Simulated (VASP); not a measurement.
# Nb16B (a cell with a defect) in VASP: single point with PBE

Aim: the single point of Nb16B (a cell with a defect) with PBE.

All numbers are computed with VASP 6.6.1; they aren't measurements. Logs are shortened: lines on timing, memory, paths and dates and some standing lists are left out, and cuts for length are marked.

### 1 The cell of the first run

The cell holds a defect, 17 atoms: a = 6.600 Å, b = 6.600 Å, c = 6.600 Å, α = 90.00°, β = 90.00°, γ = 90.00°.

### 2 Single point, PBE

INCAR

```
SYSTEM = Nb16B
PREC = Accurate
ENCUT = 520
EDIFF = 1E-7
ISMEAR = -1
SIGMA = 0.1
LREAL = Auto
LASPH = .True.
NELM = 100
ALGO = Normal
ISIF = 2
LWAVE = .False.
LCHARG = .False.
GGA = PE
NBANDS = 120
```

KPOINTS

```
regular mesh
0
Gamma
  2 2 2
  0 0 0
```

POSCAR

```
Nb16B
1.0
    6.6000000000      0.0000000000      0.0000000000
    0.0000000000      6.6000000000      0.0000000000
    0.0000000000      0.0000000000      6.6000000000
Nb B
16 1
Direct
   -0.0004613792      0.0186403549      0.0111743574
    0.4994229510      0.0034015556     -0.0036895679
   -0.0005189185      0.4956347987      0.0112224016
   -0.0004583848      0.0185960844      0.4885972972
    0.2527657692      0.2575559353      0.2498570790
    0.4995494531      0.5109927738     -0.0040310878
    0.4994268892      0.0034312808      0.5032856054
    0.7461739843      0.2574469465      0.2498528778
   -0.0005212354      0.4956795487      0.4885494523
    0.2479387803      0.7571336236      0.2498686279
    0.2477687605      0.2569608290      0.7498516779
    0.4995513071      0.5110573945      0.5037398058
    0.7510340824      0.7572401209      0.2498628368
    0.7514043472      0.2569662631      0.7498511704
    0.1964007185      0.7568136229      0.7498942253
    0.8026232606      0.7569254458      0.7498822403
    0.4994530146      0.7578519215      0.7498438006
```

Potentials or basis: VASP PAW PBE potentials, release 64 (Nb_sv, B).

The run is started by

```sh
$ cat potpaw_PBE.64/Nb_sv/POTCAR potpaw_PBE.64/B/POTCAR > POTCAR
$ mpirun -np 1 vasp_std > vasp.out
```

OUTCAR:

```text
SYSTEM = Nb16B
   PREC = Accurate
   ENCUT = 520
   EDIFF = 1E-7
   ISMEAR = -1
   LREAL = Auto
   LASPH = .True.
   NELM = 100
   ISIF = 2
   GGA = PE

 ion  position               nearest neighbor table
   1  1.000  0.019  0.011-  16 2.77  15 2.77   5 2.79   8 2.79  14 2.85  11 2.85  13 2.85  10 2.85

   2  0.499  0.003  0.996-  17 2.30  10 2.86  13 2.86  11 2.86  14 2.87   8 2.87   5 2.87
   3  0.999  0.496  0.011-  15 2.76  16 2.76   5 2.78   8 2.78  14 2.85  11 2.85  10 2.85  13 2.85

   4  1.000  0.019  0.489-  16 2.77  15 2.77   5 2.79   8 2.79  14 2.85  11 2.85  10 2.85  13 2.85

   5  0.253  0.258  0.250-   3 2.78   9 2.78   1 2.79   4 2.79   6 2.87  12 2.87   7 2.87   2 2.87

   6  0.500  0.511  0.996-  17 2.30  13 2.86  10 2.86  11 2.87  14 2.87   8 2.87   5 2.87  15 3.05
                            16 3.05
   7  0.499  0.003  0.503-  17 2.30  10 2.86  13 2.86  11 2.86  14 2.87   8 2.87   5 2.87
   8  0.746  0.257  0.250-   3 2.78   9 2.78   1 2.79   4 2.79   6 2.87  12 2.87   7 2.87   2 2.87

   9  0.999  0.496  0.489-  15 2.76  16 2.76   5 2.78   8 2.78  14 2.85  11 2.85  10 2.85  13 2.85

  10  0.248  0.757  0.250-   4 2.85   9 2.85   1 2.85   3 2.85   7 2.86   2 2.86  12 2.86   6 2.86

  11  0.248  0.257  0.750-   4 2.85   1 2.85   9 2.85   3 2.85   2 2.86   7 2.86   6 2.87  12 2.87

  12  0.500  0.511  0.504-  17 2.30  13 2.86  10 2.86  11 2.87  14 2.87   8 2.87   5 2.87  15 3.05
                            16 3.05
  13  0.751  0.757  0.250-   1 2.85   4 2.85   9 2.85   3 2.85   7 2.86   2 2.86  12 2.86   6 2.86

  14  0.751  0.257  0.750-   4 2.85   1 2.85   9 2.85   3 2.85   2 2.87   6 2.87  12 2.87   7 2.87

  15  0.196  0.757  0.750-  17 2.00  16 2.60   9 2.76   3 2.76   4 2.77   1 2.77   6 3.05  12 3.05

  16  0.803  0.757  0.750-  17 2.00  15 2.60   9 2.76   3 2.76   4 2.77   1 2.77  12 3.05   6 3.05

  17  0.499  0.758  0.750-  15 2.00  16 2.00   2 2.30   7 2.30  12 2.30   6 2.30

  LATTYP: Found a simple cubic cell.
 ALAT       =     6.6000000000

  Lattice vectors:

 A1 = (   6.6000000000,   0.0000000000,   0.0000000000)
 A2 = (   0.0000000000,   6.6000000000,   0.0000000000)
 A3 = (   0.0000000000,   0.0000000000,   6.6000000000)

Analysis of symmetry for initial positions (statically):
=====================================================================
 Subroutine PRICEL returns:
 Original cell was already a primitive cell.

 Routine SETGRP: Setting up the symmetry group for a
 simple cubic supercell.

 Subroutine GETGRP returns: Found  1 space group operations
 (whereof  1 operations were pure point group operations)
 out of a pool of 48 trial point group operations.

The static configuration has the point symmetry C_1 .

Analysis of symmetry for dynamics (positions and initial velocities):
=====================================================================
 Subroutine PRICEL returns:
 Original cell was already a primitive cell.

 Routine SETGRP: Setting up the symmetry group for a
 simple cubic supercell.

 Subroutine GETGRP returns: Found  1 space group operations
 (whereof  1 operations were pure point group operations)
 out of a pool of 48 trial point group operations.

The dynamic configuration has the point symmetry C_1 .

 Subroutine INISYM returns: Found  1 space group operations
 (whereof  1 operations are pure point group operations),
 and found     1 'primitive' translations

----------------------------------------------------------------------------------------

                                     Primitive cell

  volume of cell :     287.4960

  direct lattice vectors                    reciprocal lattice vectors
     6.600000000  0.000000000  0.000000000     0.151515152  0.000000000  0.000000000
     0.000000000  6.600000000  0.000000000     0.000000000  0.151515152  0.000000000
     0.000000000  0.000000000  6.600000000     0.000000000  0.000000000  0.151515152

  length of vectors
     6.600000000  6.600000000  6.600000000     0.151515152  0.151515152  0.151515152

  position of ions in fractional coordinates (direct lattice)
     0.999538621  0.018640355  0.011174357
     0.499422951  0.003401556  0.996310432
     0.999481082  0.495634799  0.011222402
     0.999541615  0.018596084  0.488597297
     0.252765769  0.257555935  0.249857079
     0.499549453  0.510992774  0.995968912
[... 9 lines left out ...]
     0.802623261  0.756925446  0.749882240
     0.499453015  0.757851921  0.749843801

  ion indices of the primitive-cell ions
   primitive index   ion index
                 1           1
                 2           2
                 3           3
                 4           4
                 5           5
                 6           6
[... 9 lines left out ...]
                16          16
                17          17

----------------------------------------------------------------------------------------

 KPOINTS: regular mesh

Automatic generation of k-mesh.
 Grid dimensions read from file:
 generate k-points for:    2    2    2

 Generating k-lattice:

  Cartesian coordinates                     Fractional coordinates (reciprocal lattice)
     0.075757576  0.000000000  0.000000000     0.500000000  0.000000000  0.000000000
     0.000000000  0.075757576  0.000000000     0.000000000  0.500000000  0.000000000
     0.000000000  0.000000000  0.075757576     0.000000000  0.000000000  0.500000000

  Length of vectors
     0.075757576  0.075757576  0.075757576

  Shift w.r.t. Gamma in fractional coordinates (k-lattice)
     0.000000000  0.000000000  0.000000000

 Subroutine IBZKPT returns following result:
 ===========================================

 Found      8 irreducible k-points:

 Following reciprocal coordinates:
            Coordinates               Weight
  0.000000  0.000000  0.000000      1.000000
  0.500000  0.000000  0.000000      1.000000
  0.000000  0.500000  0.000000      1.000000
  0.000000  0.000000  0.500000      1.000000
  0.500000  0.500000  0.000000      1.000000
  0.000000  0.500000  0.500000      1.000000
  0.500000  0.000000  0.500000      1.000000
  0.500000  0.500000  0.500000      1.000000
   k-points           NKPTS =      8   k-points in BZ     NKDIM =      8   number of bands    NBANDS=    120
   number of dos      NEDOS =    301   number of ions     NIONS =     17
   total plane-waves  NPLWV = 125000
   dimension x,y,z NGX =    50 NGY =   50 NGZ =   50
   dimension x,y,z NGXF=   100 NGYF=  100 NGZF=  100
   ions per type =              16   1
   NGX,Y,Z   is equivalent  to a cutoff of  12.59, 12.59, 12.59 a.u.
   NGXF,Y,Z  is equivalent  to a cutoff of  25.19, 25.19, 25.19 a.u.
 SYSTEM =  Nb16B
   PREC   = accura    normal or accurate (medium, high low for compatibility)
   ISTART =      0    job   : 0-new  1-cont  2-samecut
   ICHARG =      2    charge: 1-file 2-atom 10-const
   ISPIN  =      1    spin polarized calculation?
   LNONCOLLINEAR =      F non collinear calculations
   LSORBIT =      F    spin-orbit coupling
   LASPH  =      T    aspherical Exc in radial PAW
   ENCUT  =  520.0 eV  38.22 Ry    6.18 a.u.  12.27 12.27 12.27*2*pi/ulx,y,z
   NELM   =    100;   NELMIN=  2; NELMDL= -5     # of ELM steps
   EDIFF  = 0.1E-06   stopping-criterion for ELM
   LREAL  =      T    real-space projection
   EDIFFG = 0.1E-05   stopping-criterion for IOM
   NSW    =      0    number of steps for IOM
   IBRION =     -1    ionic relax: 0-MD 1-quasi-New 2-CG
   NFREE  =      0    steps in history (QN), initial steepest desc. (CG)
   ISIF   =      2    stress and relaxation
   ISYM   =      2    0-nonsym 1-usesym 2-fastsym
   POTIM  = 0.5000    time-step for ionic-motion
   TEBEG  =    0.0;   TEEND  =   0.0 temperature during run
   PSTRESS=    0.0 pullay stress
   NELECT =     211.0000    total number of electrons
   NUPDOWN=      -1.0000    fix difference up-down
   EMIN   =  10.00;   EMAX   =-10.00  energy-range for DOS
   EFERMI =   0.00;   METHOD = LEGACY
   ISMEAR =    -1;   SIGMA  =   0.10  broadening in eV -4-tet -1-fermi 0-gaus
   EFERMI_NEDOS =   21; number of points for ismear=-14 and -15
   IALGO  =     38    algorithm
   IMIX   =      4    mixing-type and parameters
     AMIX     =   0.40;   BMIX     =  1.00
     AMIX_MAG =   1.60;   BMIX_MAG =  1.00
  volume/ion in A,a.u.               =      16.91       114.12
  Fermi-wavevector in a.u.,A,eV,Ry     =   1.476698  2.790555 29.669371  2.180637
  Thomas-Fermi vector in A             =   2.591193
   LORBIT       =      0    0 simple, 1 ext, 2 COOP (PROOUT), +10 PAW based schemes
   GGA     = PE    functional components
   LHFCALC =     F    Hartree Fock is set to
   AEXX    =    0.0000 exact exchange contribution
   IVDW    =     0    specifies the selected vdW correction
   LEPSILON=     F    determine dielectric tensor
   LRPA    =     F    only Hartree local field effects (RPA)
 non-spin polarized calculation
  energy-cutoff  :      520.00
  volume of cell :      287.50
 maximum number of plane-waves:      7809
 NGX is ok and might be reduce to    50
   NGX = 25   NGY = 25   NGZ = 25

 number of electron     211.0000011 magnetization

 Free energy of the ion-electron system (eV)
  ---------------------------------------------------
  ext. energy  EPLUGINS =         0.00000000
  ---------------------------------------------------
  free energy    TOTEN  =      -170.36833931 eV

  energy without entropy =     -169.91272624  energy(sigma->0) =     -170.14053277

 E-fermi :  11.4599     XC(G=0): -12.6211

 val. band max:       11.3365788972   @ k =   0.0000   0.5000   0.5000
 cond. band min:      11.4750064524   @ k =   0.0000   0.0000   0.0000
 fundamental gap:      0.1384275552
 Fermi energy:        11.4598786371

 k-point     1 :       0.0000    0.0000    0.0000
  band No.  band energies     occupation
      1     -43.0042      2.00000
      2     -42.8414      2.00000
      3     -42.8413      2.00000
      4     -42.8205      2.00000
      5     -42.7997      2.00000
      6     -42.7955      2.00000
[... 109 lines left out ...]
    116      13.4623      0.00000
    117      13.5062      0.00000
[... 838 lines left out ...]
    116      14.3670      0.00000
    117      14.3819      0.00000
 [bands above 117 left out]

------------------------ aborting loop because EDIFF is reached ----------------------------------------

  FORCE on cell =-STRESS in cart. coord.  units (eV):
  Direction    XX          YY          ZZ          XY          YZ          ZX
  --------------------------------------------------------------------------------------
  -------------------------------------------------------------------------------------
  Total       28.2290910      9.2629366      9.2546040     -0.0028076      0.0027041     -0.0006852
  in kB      157.3170050     51.6211251     51.5746890     -0.0156464      0.0150697     -0.0038187
  external PRESSURE =      86.8376064 kB  Pullay stress =       0.0000000 kB

 VOLUME and BASIS-vectors are now :
 -----------------------------------------------------------------------------
  energy-cutoff  :      520.00
  volume of cell :      287.50
      direct lattice vectors                 reciprocal lattice vectors
     6.600000000  0.000000000  0.000000000     0.151515152  0.000000000  0.000000000
     0.000000000  6.600000000  0.000000000     0.000000000  0.151515152  0.000000000
     0.000000000  0.000000000  6.600000000     0.000000000  0.000000000  0.151515152

 POSITION                                       TOTAL-FORCE (eV/Angst)
 -----------------------------------------------------------------------------------
      6.59695      0.12303      0.07375        -0.001832     -0.024835     -0.001824
      3.29619      0.02245      6.57565         0.004496      0.017636     -0.001165
      6.59658      3.27119      0.07407         0.001223      0.019665     -0.009231
      6.59697      0.12273      3.22474        -0.002027     -0.021001     -0.000763
      1.66825      1.69987      1.64906         0.032937     -0.018560      0.000906
      3.29703      3.37255      6.57339        -0.000444     -0.007777      0.010591
[... 9 lines left out ...]
      5.29731      4.99571      4.94922         0.008490      0.008125     -0.000047
      3.29639      5.00182      4.94897         0.013499     -0.010964     -0.001715
 -----------------------------------------------------------------------------------
    total drift:                               -0.002461     -0.002762      0.000446

  FREE ENERGIE OF THE ION-ELECTRON SYSTEM (eV)
  ---------------------------------------------------
  free  energy   TOTEN  =      -170.3683393055 eV

  energy  without entropy=     -169.9127262380  energy(sigma->0) =     -170.14053277
```

Wall time 23 min (1 thread of Oxide Virtual Turin-like, shared host); peak memory 0.42 GiB.

Results:

```yaml
Free_energy: -170.3683 eV
Pressure: 8.7 GPa
Largest_force: 0.038 eV/Å
Band_gap_on_the_k_mesh: zero (an odd number of electrons rules out a gap without spin polarisation)
```

Forces in eV/Å, atoms in the order of the input:
```
Nb  -0.002 -0.025 -0.002
Nb   0.004  0.018 -0.001
Nb   0.001  0.020 -0.009
Nb  -0.002 -0.021 -0.001
Nb   0.033 -0.019  0.001
Nb   0.000 -0.008  0.011
Nb   0.004  0.014  0.009
Nb  -0.029 -0.010  0.001
Nb   0.001  0.016  0.007
Nb  -0.022  0.006  0.000
Nb  -0.003  0.009  0.000
Nb  -0.001 -0.012 -0.012
Nb   0.019 -0.001 -0.001
Nb  -0.007  0.005  0.000
Nb  -0.020  0.010 -0.001
Nb   0.008  0.008  0.000
B    0.013 -0.011 -0.002
```

Levels at points of the mesh, in eV from the Fermi level:
```
           k point  band 103  band 104  band 105  band 106  band 107  band 108
(0.00, 0.00, 0.00)      0.32      0.61      0.62      0.68      0.79      0.80
(0.50, 0.00, 0.00)      0.02      0.03      0.14      0.15      0.44      0.44
(0.00, 0.50, 0.00)     -0.13      0.03      0.16      0.33      0.34      0.39
(0.00, 0.00, 0.50)     -0.13      0.03      0.16      0.33      0.34      0.40
(0.50, 0.50, 0.00)     -0.35     -0.32     -0.32     -0.21     -0.16     -0.16
(0.00, 0.50, 0.50)     -0.45     -0.45     -0.44     -0.43     -0.33     -0.12
(0.50, 0.00, 0.50)     -0.34     -0.33     -0.32     -0.22     -0.17     -0.15
(0.50, 0.50, 0.50)     -1.17     -1.17     -1.14     -1.11     -1.06     -1.05
```

Caveat: the k points lie up to 0.48 Å⁻¹ apart, too coarse for converged energies and pressures of a metal.

The gap in the log of VASP goes by the Fermi energy; the results here count the filled bands.